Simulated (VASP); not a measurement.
# Si (I4_1/amd) in VASP: a series of runs

The runs below take Si through single point, with LDA.

Everything below comes from runs of VASP 6.6.1. Logs are shortened: lines on timing, memory, paths and dates and some standing lists are left out, and cuts for length are marked.

## (1) The cell of the first run

The structure is tetragonal, space group I4_1/amd (No. 141). The conventional cell has a = 3.879 Å, b = 3.879 Å, c = 5.431 Å, α = 90.00°, β = 90.00°, γ = 90.00°. Si (site symmetry -4m2) has 4 Si at 2.37 Å within 3.1 Å.

## (2) Single point, LDA (equal xx and yy strain of +1 %)

INCAR

```
SYSTEM = Si
ALGO     = Normal         ! electronic algorithm
EDIFF    = 1E-6           ! SCF threshold, eV
ENCUT    = 520            ! plane-wave cutoff, eV
GGA      = CA             ! functional
ISIF     = 2              ! what is computed and relaxed
ISMEAR   = -1             ! smearing method
LASPH    = .TRUE.         ! aspherical terms in the spheres
LCHARG   = .FALSE.        ! write CHGCAR
LREAL    = .FALSE.        ! projectors in reciprocal space
LWAVE    = .FALSE.        ! write WAVECAR
NBANDS   = 11             ! bands
NELM     = 60             ! most SCF steps
PREC     = Accurate       ! precision mode
SIGMA    = 0.08           ! smearing width, eV
```

KPOINTS

```
k-points
0
G
  11 11 11
  0 0 0
```

POSCAR

```
Si
1.0
    0.0000000000      2.7426247000      2.7154700000
    2.7426247000      0.0000000000      2.7154700000
    2.7426247000      2.7426247000      0.0000000000
Si
2
Direct
    0.5000000000      0.5000000000      0.5000000000
    0.7500000000      0.7500000000      0.7500000000
```

Potentials or basis: VASP PAW LDA potentials, release 64 (Si).

Run with:

```sh
$ cat potpaw_LDA.64/Si/POTCAR > POTCAR
$ mpirun -np 1 vasp_std > vasp.out
```

OUTCAR:

```text
SYSTEM = Si
   EDIFF = 1E-6
   ENCUT = 520
   GGA = CA
   ISIF = 2
   ISMEAR = -1
   LASPH = .TRUE.
   LREAL = .FALSE.
   NELM = 60
   PREC = Accurate

 ion  position               nearest neighbor table
   1  0.500  0.500  0.500-   2 2.37   2 2.37   2 2.37   2 2.37
   2  0.750  0.750  0.750-   1 2.37   1 2.37   1 2.37   1 2.37

  LATTYP: Found a body centered tetragonal cell.
 ALAT       =     3.8786570472
 C/A-ratio  =     1.4002114479

  Lattice vectors:

 A1 = (   0.0000000000,  -2.7426247000,  -2.7154700000)
 A2 = (   0.0000000000,   2.7426247000,  -2.7154700000)
 A3 = (   2.7426247000,   0.0000000000,   2.7154700000)

Analysis of symmetry for initial positions (statically):
=====================================================================
 Subroutine PRICEL returns:
 Original cell was already a primitive cell.

 Routine SETGRP: Setting up the symmetry group for a
 body centered tetragonal supercell.

 Subroutine GETGRP returns: Found 16 space group operations
 (whereof  8 operations were pure point group operations)
 out of a pool of 16 trial point group operations.

The static configuration has the point symmetry D_2d.
 The point group associated with its full space group is D_4h.

Analysis of symmetry for dynamics (positions and initial velocities):
=====================================================================
 Subroutine PRICEL returns:
 Original cell was already a primitive cell.

 Routine SETGRP: Setting up the symmetry group for a
 body centered tetragonal supercell.

 Subroutine GETGRP returns: Found 16 space group operations
 (whereof  8 operations were pure point group operations)
 out of a pool of 16 trial point group operations.

The dynamic configuration has the point symmetry D_2d.
 The point group associated with its full space group is D_4h.

 Subroutine INISYM returns: Found 16 space group operations
 (whereof  8 operations are pure point group operations),
 and found     1 'primitive' translations

----------------------------------------------------------------------------------------

                                     Primitive cell

  volume of cell :      40.8515

  direct lattice vectors                    reciprocal lattice vectors
     0.000000000  2.742624700  2.715470000    -0.182307116  0.182307116  0.184130187
     2.742624700  0.000000000  2.715470000     0.182307116 -0.182307116  0.184130187
     2.742624700  2.742624700  0.000000000     0.182307116  0.182307116 -0.184130187

  length of vectors
     3.859503539  3.859503539  3.878657047     0.316821235  0.316821235  0.316821235

  position of ions in fractional coordinates (direct lattice)
     0.500000000  0.500000000  0.500000000
     0.750000000  0.750000000  0.750000000

  ion indices of the primitive-cell ions
   primitive index   ion index
                 1           1
                 2           2

----------------------------------------------------------------------------------------

 KPOINTS: k-points

Automatic generation of k-mesh.
 Grid dimensions read from file:
 generate k-points for:   11   11   11

 Generating k-lattice:

  Cartesian coordinates                     Fractional coordinates (reciprocal lattice)
    -0.016573374  0.016573374  0.016739108     0.090909091  0.000000000  0.000000000
     0.016573374 -0.016573374  0.016739108     0.000000000  0.090909091  0.000000000
     0.016573374  0.016573374 -0.016739108    -0.000000000 -0.000000000  0.090909091

  Length of vectors
     0.028801930  0.028801930  0.028801930

  Shift w.r.t. Gamma in fractional coordinates (k-lattice)
     0.000000000  0.000000000  0.000000000

 Subroutine IBZKPT returns following result:
 ===========================================

 Found    126 irreducible k-points:

 Following reciprocal coordinates:
            Coordinates               Weight
  0.000000  0.000000  0.000000      1.000000
  0.090909  0.000000  0.000000      8.000000
  0.181818  0.000000  0.000000      8.000000
  0.272727  0.000000  0.000000      8.000000
  0.363636  0.000000  0.000000      8.000000
  0.454545  0.000000  0.000000      8.000000
[... 16 lines left out ...]
 -0.272727  0.181818  0.000000      8.000000
 -0.181818  0.181818  0.000000      4.000000
 [... further k-points ...]
   k-points           NKPTS =    126   k-points in BZ     NKDIM =    126   number of bands    NBANDS=     11
   number of dos      NEDOS =    301   number of ions     NIONS =      2
   total plane-waves  NPLWV =  27000
   dimension x,y,z NGX =    30 NGY =   30 NGZ =   30
   dimension x,y,z NGXF=    60 NGYF=   60 NGZF=   60
   ions per type =               2
   NGX,Y,Z   is equivalent  to a cutoff of  12.92, 12.92, 12.86 a.u.
   NGXF,Y,Z  is equivalent  to a cutoff of  25.84, 25.84, 25.72 a.u.
 SYSTEM =  Si
   PREC   = accura    normal or accurate (medium, high low for compatibility)
   ISTART =      0    job   : 0-new  1-cont  2-samecut
   ICHARG =      2    charge: 1-file 2-atom 10-const
   ISPIN  =      1    spin polarized calculation?
   LNONCOLLINEAR =      F non collinear calculations
   LSORBIT =      F    spin-orbit coupling
   LASPH  =      T    aspherical Exc in radial PAW
   ENCUT  =  520.0 eV  38.22 Ry    6.18 a.u.   7.18  7.18  7.21*2*pi/ulx,y,z
   NELM   =     60;   NELMIN=  2; NELMDL= -5     # of ELM steps
   EDIFF  = 0.1E-05   stopping-criterion for ELM
   LREAL  =      F    real-space projection
   EDIFFG = 0.1E-04   stopping-criterion for IOM
   NSW    =      0    number of steps for IOM
   IBRION =     -1    ionic relax: 0-MD 1-quasi-New 2-CG
   NFREE  =      0    steps in history (QN), initial steepest desc. (CG)
   ISIF   =      2    stress and relaxation
   ISYM   =      2    0-nonsym 1-usesym 2-fastsym
   POTIM  = 0.5000    time-step for ionic-motion
   TEBEG  =    0.0;   TEEND  =   0.0 temperature during run
   PSTRESS=    0.0 pullay stress
   NELECT =       8.0000    total number of electrons
   NUPDOWN=      -1.0000    fix difference up-down
   EMIN   =  10.00;   EMAX   =-10.00  energy-range for DOS
   EFERMI =   0.00;   METHOD = LEGACY
   ISMEAR =    -1;   SIGMA  =   0.08  broadening in eV -4-tet -1-fermi 0-gaus
   EFERMI_NEDOS =   21; number of points for ismear=-14 and -15
   IALGO  =     38    algorithm
   IMIX   =      4    mixing-type and parameters
     AMIX     =   0.40;   BMIX     =  1.00
     AMIX_MAG =   1.60;   BMIX_MAG =  1.00
  volume/ion in A,a.u.               =      20.43       137.84
  Fermi-wavevector in a.u.,A,eV,Ry     =   0.950683  1.796530 12.296912  0.903798
  Thomas-Fermi vector in A             =   2.079082
   LORBIT       =      0    0 simple, 1 ext, 2 COOP (PROOUT), +10 PAW based schemes
   GGA     = CA    functional components
   LHFCALC =     F    Hartree Fock is set to
   AEXX    =    0.0000 exact exchange contribution
   IVDW    =     0    specifies the selected vdW correction
   LEPSILON=     F    determine dielectric tensor
   LRPA    =     F    only Hartree local field effects (RPA)
 non-spin polarized calculation
  energy-cutoff  :      520.00
  volume of cell :       40.85
 maximum number of plane-waves:      1119
 NGX is ok and might be reduce to    30
   NGX = 15   NGY = 15   NGZ = 15

 number of electron       8.0000001 magnetization

 Free energy of the ion-electron system (eV)
  ---------------------------------------------------
  ext. energy  EPLUGINS =         0.00000000
  ---------------------------------------------------
  free energy    TOTEN  =       -11.90438421 eV

  energy without entropy =      -11.90392055  energy(sigma->0) =      -11.90415238

 E-fermi :   5.8072     XC(G=0):  -9.5308

 val. band max:        5.6125137720   @ k =   0.0000   0.0000   0.0000
 cond. band min:       6.0377619808   @ k =   0.4545   0.4545   0.0000
 fundamental gap:      0.4252482089
 Fermi energy:         5.8071910977

 k-point     1 :       0.0000    0.0000    0.0000
  band No.  band energies     occupation
      1      -6.2546      2.00000
      2       5.5445      1.92777
      3       5.5445      1.92777
      4       5.6125      1.83869
      5       8.0587      0.00000
      6       8.0949      0.00000
      7       8.0949      0.00000
      8       8.5473      0.00000
      9      13.1604      0.00000
     10      13.1950      0.00000
     11      13.3715      0.00000

 k-point     2 :       0.0909    0.0000    0.0000
  band No.  band energies     occupation
      1      -6.1482      2.00000
      2       4.5682      2.00000
      3       5.3773      1.99077
      4       5.4280      1.98267
      5       8.0389      0.00000
      6       8.3155      0.00000
      7       8.3358      0.00000
      8       9.3976      0.00000
      9      12.8867      0.00000
     10      13.0407      0.00000
     11      13.6178      0.00000

 k-point     3 :       0.1818    0.0000    0.0000
  band No.  band energies     occupation
      1      -5.8329      2.00000
      2       2.9025      2.00000
      3       5.0361      1.99987
      4       5.0975      1.99972
      5       7.6962      0.00000
      6       8.7893      0.00000
      7       8.7928      0.00000
      8      10.9861      0.00000
      9      12.5479      0.00000
     10      12.6478      0.00000
     11      14.3872      0.00000
[... 267 lines left out ...]
 k-point    23 :      -0.2727    0.1818    0.0000
  band No.  band energies     occupation
      1      -4.5508      2.00000
      2       0.3505      2.00000
      3       2.4720      2.00000
      4       4.4353      2.00000
      5       8.0488      0.00000
      6       9.7219      0.00000
      7       9.8450      0.00000
      8      11.7438      0.00000
      9      12.0423      0.00000
     10      15.4188      0.00000
     11      17.0792      0.00000

 k-point    24 :      -0.1818    0.1818    0.0000
  band No.  band energies     occupation
      1      -5.1559      2.00000
      2       1.5196      2.00000
      3       2.9505      2.00000
      4       4.8474      1.99999
      5       8.3770      0.00000
      6       9.2493      0.00000
      7       9.5470      0.00000
      8      11.0753      0.00000
      9      11.5995      0.00000
     10      15.2525      0.00000
     11      15.9257      0.00000

 [... further k-points ...]

------------------------ aborting loop because EDIFF is reached ----------------------------------------

  FORCE on cell =-STRESS in cart. coord.  units (eV):
  Direction    XX          YY          ZZ          XY          YZ          ZX
  --------------------------------------------------------------------------------------
  -------------------------------------------------------------------------------------
  Total       -0.8914014     -0.8914014     -0.6536870      0.0000000      0.0000000      0.0000000
  in kB      -34.9603777    -34.9603777    -25.6373222      0.0000000      0.0000000      0.0000000
  external PRESSURE =     -31.8526926 kB  Pullay stress =       0.0000000 kB

 VOLUME and BASIS-vectors are now :
 -----------------------------------------------------------------------------
  energy-cutoff  :      520.00
  volume of cell :       40.85
      direct lattice vectors                 reciprocal lattice vectors
     0.000000000  2.742624700  2.715470000    -0.182307116  0.182307116  0.184130187
     2.742624700  0.000000000  2.715470000     0.182307116 -0.182307116  0.184130187
     2.742624700  2.742624700  0.000000000     0.182307116  0.182307116 -0.184130187

 POSITION                                       TOTAL-FORCE (eV/Angst)
 -----------------------------------------------------------------------------------
      2.74262      2.74262      2.71547         0.000000      0.000000     -0.000000
      4.11394      4.11394      4.07320        -0.000000     -0.000000      0.000000
 -----------------------------------------------------------------------------------
    total drift:                                0.000000     -0.000000     -0.000000

  FREE ENERGIE OF THE ION-ELECTRON SYSTEM (eV)
  ---------------------------------------------------
  free  energy   TOTEN  =       -11.9043842070 eV

  energy  without entropy=      -11.9039205494  energy(sigma->0) =      -11.90415238
```

Run time: 36 s. Hardware: 1 thread of Intel Xeon Platinum 8259CL at 2.50GHz (Skylake/Cascade Lake), shared host; peak memory 0.16 GiB.

Results:

| Quantity | Value |
| --- | --- |
| Free energy | -11.9044 eV |
| Pressure | -3.2 GPa |
| Band gap on the k mesh | 0.43 eV (least direct gap 2.45 eV) |

Caveat: the cell differs from its parent crystal (equal xx and yy strain of +1 %); the cell stands under tension; an odd mesh through Γ misses points on the zone boundary, where band edges can lie.

## (3) Single point, LDA (equal xx and yy strain of +3 %)

INCAR

```
ALGO     = Normal         # electronic algorithm
EDIFF    = 1E-7           # SCF threshold, eV
ENCUT    = 520            # plane-wave cutoff, eV
ISIF     = 2              # what is computed and relaxed
ISMEAR   = -1             # smearing method
LASPH    = True           # aspherical terms in the spheres
LCHARG   = False          # write CHGCAR
LREAL    = False          # projectors in reciprocal space
LWAVE    = False          # write WAVECAR
NBANDS   = 11             # bands
NELM     = 100            # most SCF steps
PREC     = Accurate       # precision mode
SIGMA    = 0.08           # smearing width, eV
```

KPOINTS

```
k-points
0
Gamma
  11 11 11
```

POSCAR

```
Si
1.0
    0.0000000000      2.7969341000      2.7154700000
    2.7969341000      0.0000000000      2.7154700000
    2.7969341000      2.7969341000      0.0000000000
Si
2
Direct
    0.5000000000      0.5000000000      0.5000000000
    0.7500000000      0.7500000000      0.7500000000
```

Potentials or basis: VASP PAW LDA potentials, release 64 (Si).

Run with:

```sh
$ cat potpaw_LDA.64/Si/POTCAR > POTCAR
$ mpirun -np 1 vasp_std > vasp.out
```

OUTCAR:

```text
EDIFF = 1E-7
   ENCUT = 520
   ISIF = 2
   ISMEAR = -1
   LASPH = True
   LREAL = False
   NELM = 100
   PREC = Accurate

 ion  position               nearest neighbor table
   1  0.500  0.500  0.500-   2 2.40   2 2.40   2 2.40   2 2.40
   2  0.750  0.750  0.750-   1 2.40   1 2.40   1 2.40   1 2.40

  LATTYP: Found a body centered tetragonal cell.
 ALAT       =     3.9554621373
 C/A-ratio  =     1.3730228761

  Lattice vectors:

 A1 = (   0.0000000000,  -2.7969341000,  -2.7154700000)
 A2 = (   0.0000000000,   2.7969341000,  -2.7154700000)
 A3 = (   2.7969341000,   0.0000000000,   2.7154700000)

Analysis of symmetry for initial positions (statically):
=====================================================================
 Subroutine PRICEL returns:
 Original cell was already a primitive cell.

 Routine SETGRP: Setting up the symmetry group for a
 body centered tetragonal supercell.

 Subroutine GETGRP returns: Found 16 space group operations
 (whereof  8 operations were pure point group operations)
 out of a pool of 16 trial point group operations.

The static configuration has the point symmetry D_2d.
 The point group associated with its full space group is D_4h.

[... 174 lines left out ...]
      5       7.6091      0.00000
      6       7.7182      0.00000
      7       7.7193      0.00000
      8       7.7193      0.00000
      9      12.6150      0.00000
     10      12.6218      0.00000
     11      13.1194      0.00000
[... 309 lines left out ...]
 k-point    24 :      -0.1818    0.1818    0.0000
  band No.  band energies     occupation
      1      -5.3304      2.00000
      2       1.1901      2.00000
      3       2.7385      2.00000
      4       4.3992      2.00000
      5       7.7837      0.00000
      6       8.8288      0.00000
      7       9.1814      0.00000
      8      10.5645      0.00000
      9      11.1857      0.00000
     10      14.4451      0.00000
     11      15.3478      0.00000

 [... further k-points ...]

------------------------ aborting loop because EDIFF is reached ----------------------------------------

  FORCE on cell =-STRESS in cart. coord.  units (eV):
  Direction    XX          YY          ZZ          XY          YZ          ZX
  --------------------------------------------------------------------------------------
  -------------------------------------------------------------------------------------
  Total       -1.8706864     -1.8706864     -1.1667203      0.0000000      0.0000000      0.0000000
  in kB      -70.5459535    -70.5459535    -43.9985009      0.0000000      0.0000000      0.0000000
  external PRESSURE =     -61.6968026 kB  Pullay stress =       0.0000000 kB

 VOLUME and BASIS-vectors are now :
 -----------------------------------------------------------------------------
  energy-cutoff  :      520.00
  volume of cell :       42.49
      direct lattice vectors                 reciprocal lattice vectors
     0.000000000  2.796934100  2.715470000    -0.178767172  0.178767172  0.184130187
     2.796934100  0.000000000  2.715470000     0.178767172 -0.178767172  0.184130187
     2.796934100  2.796934100  0.000000000     0.178767172  0.178767172 -0.184130187

 POSITION                                       TOTAL-FORCE (eV/Angst)
 -----------------------------------------------------------------------------------
      2.79693      2.79693      2.71547        -0.000000      0.000000     -0.000000
      4.19540      4.19540      4.07320         0.000000      0.000000      0.000000
 -----------------------------------------------------------------------------------
    total drift:                                0.000000     -0.000000     -0.000000

  FREE ENERGIE OF THE ION-ELECTRON SYSTEM (eV)
  ---------------------------------------------------
  free  energy   TOTEN  =       -11.8501109792 eV

  energy  without entropy=      -11.8495969416  energy(sigma->0) =      -11.84985396
```

stdout:

```text
POSCAR found type information on POSCAR Si
 POSCAR found :  1 types and       2 ions
 scaLAPACK will be used
 LDA part: xc-table for (Slater(with rela. corr.)+CA(PZ))
 , standard interpolation
 POSCAR, INCAR and KPOINTS ok, starting setup
 FFT: planning ... GRIDC
 FFT: planning ... GRID_SOFT
 FFT: planning ... GRID
 WAVECAR not read
 entering main loop
```

Run time: 42 s. Hardware: 1 thread of Intel Xeon Platinum 8259CL at 2.50GHz (Skylake/Cascade Lake), shared host; peak memory 0.17 GiB.

What came out:

```
Free energy            : -11.8501 eV
Pressure               : -6.2 GPa
Band gap on the k mesh : 0.30 eV (least direct gap 2.21 eV)
```

Levels at points of the mesh, in eV from the valence-band top:
```csv
k point,band 1,band 2,band 3,band 4,band 5,band 6,band 7,band 8,band 9
"(0.00, 0.00, 0.00)",-11.69,-0.19,-0.19,0.00,2.30,2.41,2.41,2.41,7.30
```

Caveat: the cell differs from its parent crystal (equal xx and yy strain of +3 %); the cell stands under tension; an odd mesh through Γ misses points on the zone boundary, where band edges can lie.
